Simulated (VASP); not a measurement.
Set up this calculation in VASP 6.6.1, as the native input.

| Property | Result |
| --- | --- |
| Task | single point |
| Functional | PBE |
| Potentials or basis | VASP PAW PBE potentials, release 64 (Ti_sv, O) |
| Cutoff | 520 eV |
| k mesh | 6 × 6 × 6 |
| Occupations | gaussian, width 0.05 eV |
| Spin | no spin polarisation |
| Hubbard terms | Ti d U = 4.0 eV |
| Dipole correction | no |
| Further INCAR settings | ALGO = Normal; EDIFF = 1e-07; NBANDS = 33 |

The structure of TiO2 lies in POSCAR:

```
TiO2
1.0
    2.6403699524     -2.6404433249     -0.0197025433
    2.6403699524      2.6404433249     -0.0197025433
   -2.6045504488      0.0000000000      4.8027412153
Ti O
2 4
Direct
    0.1250069486      0.8749930514      0.2500000000
    0.8749930514      0.1250069486      0.7500000000
    0.3424929808      0.0925162561      0.6849956835
    0.6575070192      0.9074837439      0.3150043165
    0.9074837439      0.6575070192      0.8150043165
    0.0925162561      0.3424929808      0.1849956835
```

This cell differs from its parent crystal: atoms shifted along a free coordinate.

These files were run (other wordings do the same):

INCAR

```
PREC = Accurate ; ENCUT = 520
EDIFF = 1E-7 ; ISMEAR = 0
SIGMA = 0.05 ; LREAL = F
LASPH = T ; NELM = 150
ALGO = Normal ; ISIF = 2
LWAVE = F ; LCHARG = F
LMAXMIX = 4 ; LDAU = T
LDAUTYPE = 2 ; LDAUL = 2 -1
LDAUU = 4 0 ; LDAUJ = 0 0
LDAUPRINT = 1 ; GGA = PE
NBANDS = 33
```

KPOINTS

```
Automatic mesh
0
Gamma
  6 6 6
```

Potentials or basis: VASP PAW PBE potentials, release 64 (Ti_sv, O).

The run is started by

```console
$ cat potpaw_PBE.64/Ti_sv/POTCAR potpaw_PBE.64/O/POTCAR > POTCAR
$ mpirun -np 1 vasp_std > vasp.out
```

It gave:

- Pressure: 15.7 GPa
- Largest force: 1.116 eV/Å
- Band gap on the k mesh: 2.40 eV (least direct gap 3.04 eV)

Caveat: the cell differs from its parent crystal (atoms shifted along a free coordinate); the cell stands under pressure; forces of over 1 eV/Å act on the atoms, so gaps and moduli don't describe the material at rest.

Run time: 66 s on 1 thread of Intel(R) Xeon(R) 6975P-C (Granite Rapids), on a shared host, peak memory 0.24 GiB.
